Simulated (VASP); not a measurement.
A run of VASP 6.6.1 is set up as follows.

INCAR

```
SYSTEM = NiO2
PREC = Accurate ; ENCUT = 520
EDIFF = 1E-7 ; ISMEAR = 0
SIGMA = 0.05 ; LREAL = .FALSE.
LASPH = .TRUE. ; NELM = 100
ALGO = Normal ; ISIF = 2
LWAVE = .FALSE. ; LCHARG = .FALSE.
GGA = PS ; NBANDS = 18
```

The input KPOINTS:

```
regular mesh
0
G
  12 12 6
  0 0 0
```

File POSCAR:

```
NiO2
1.0
    2.7134934025      0.0000000000      0.0000000000
   -1.3567467013      2.3499542196      0.0000000000
    0.0000000000      0.0000000000      5.2343287735
Ni O
1 2
Direct
    0.0000000000      0.0000000000      0.5000000000
    0.6666666667      0.3333333333      0.6625222406
    0.3333333333      0.6666666667      0.3374777594
```

Potentials or basis: VASP PAW PBE potentials, release 64 (Ni, O).

The run is started by

```bash
$ cat potpaw_PBE.64/Ni/POTCAR potpaw_PBE.64/O/POTCAR > POTCAR
$ mpirun -np 1 vasp_std > vasp.out
```

Problem. Estimate the band gap on the k mesh.

Solution. 1.24 eV, indirect (least direct gap 1.65 eV).

Problem. What does it give for the largest force?

Solution. 2.737 eV/Å.

Forces in eV/Å, atoms in the order of the input:
```
Ni   0.000  0.000  0.000
O    0.000  0.000  2.737
O    0.000  0.000 -2.737
```

Caveat: the PAW data sets were made with another functional, which shifts forces and pressure a little. Spin polarisation is off, so any magnetic state and its effect on volume and gap are missing.
